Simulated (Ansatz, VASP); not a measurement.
CdF2: VASP beside Ansatz

```
Cd F
1.0
     2.64567    2.64567    0.00000
    -2.64567    2.64567    0.00000
     0.00000    2.64567    2.64567
Cd F
1 2
Direct
  0.00000 0.00000 0.00000
  0.25000 0.75000 0.50000
  0.75000 0.25000 0.50000
```

Alike in both runs: task single point; functional r2SCAN; k mesh 8 × 8 × 8; no spin polarisation.

|  | VASP | Ansatz |
| --- | --- | --- |
| version | VASP 6.6.1 | Ansatz 0.2.0 |
| potentials or method | VASP PAW PBE potentials, release 64 (Cd_sv_GW, F) | PAW with Ansatz's default frozen-core files, scalar-relativistic |
| plane-wave cutoff (eV) | 770 | 500 |
| occupations | gaussian, width 0.01 eV | fixed |
| valence electrons in the cell | 34 | 34 |

VASP gave:

* gap on the k mesh at the Fermi level (eV): 3.99
* pressure (GPa): 6.6

Which values does Ansatz return?

gap on the k mesh at the Fermi level (eV): 4.00; pressure (GPa): 7.0.

VASP's potentials were made for PBE, not for r2SCAN.
